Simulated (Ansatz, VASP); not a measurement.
**LiBr: VASP beside Ansatz**

```
Li Br
1.0
     0.00000    2.47373    2.47373
     2.47373    0.00000    2.47373
     2.47373    2.47373    0.00000
Li Br
1 1
Cartesian
  0.0000 0.0000 0.0000
  2.4737 2.4737 2.4737
```

Change from the starting cell: volume scaled by 0.75, PAW files.

Alike in both runs: task single point; functional PBEsol; k mesh 9 × 9 × 9; occupations fermi-dirac, width 0.03 eV; no spin polarisation.

|  | VASP | Ansatz |
| --- | --- | --- |
| version | VASP 6.6.1 | Ansatz 0.2.0 |
| potentials or method | VASP PAW PBE potentials, release 64 (Li_sv, Br) | PAW with Ansatz's default frozen-core files, scalar-relativistic |
| plane-wave cutoff (eV) | 750 | 420 |
| valence electrons in the cell | 10 | 10 |

```csv
,VASP,Ansatz,Ansatz less VASP
gap on the k mesh at the Fermi level (eV),5.60,5.61,+0.005
pressure (GPa),14.0,14.0,-0.04
```

VASP's potentials were made for PBE, not for PBEsol. With one functional, cell and mesh, what is left measures potentials, basis and numerics.
